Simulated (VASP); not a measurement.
Here is a VASP 6.6.1 calculation.

File INCAR:

```
SYSTEM = ScF3
  PREC = Accurate
  ENCUT = 520
  EDIFF = 1E-7
  ISMEAR = 0
  SIGMA = 0.01
  LREAL = .FALSE.
  LASPH = .TRUE.
  NELM = 60
  ALGO = Normal
  ISIF = 2
  LWAVE = .FALSE.
  LCHARG = .FALSE.
  GGA = CA
  NBANDS = 24
```

File KPOINTS:

```
Automatic mesh
0
G
  4 4 4
  0 0 0
```

Contents of POSCAR:

```
ScF3
1.0
    4.0125000000      0.0000000000      0.0000000000
    0.0000000000      4.0125000000      0.0000000000
    0.0000000000      0.0000000000      4.0125000000
Sc F
1 3
Direct
    0.0000000000      0.0000000000      0.0000000000
    0.5000000000      0.0000000000      0.0000000000
    0.0000000000      0.5000000000      0.0000000000
    0.0000000000      0.0000000000      0.5000000000
```

Potentials or basis: VASP PAW LDA potentials, release 64 (Sc_sv, F).

Launch:

```console
$ cat potpaw_LDA.64/Sc_sv/POTCAR potpaw_LDA.64/F/POTCAR > POTCAR
$ mpirun -np 1 vasp_std > vasp.out
```

Problem. Predict the band gap on the k mesh.

Solution. 6.18 eV, indirect (least direct gap 6.71 eV).

Problem. What does it give for the pressure?

Solution. -2.3 GPa.

A k mesh can miss the band edges.
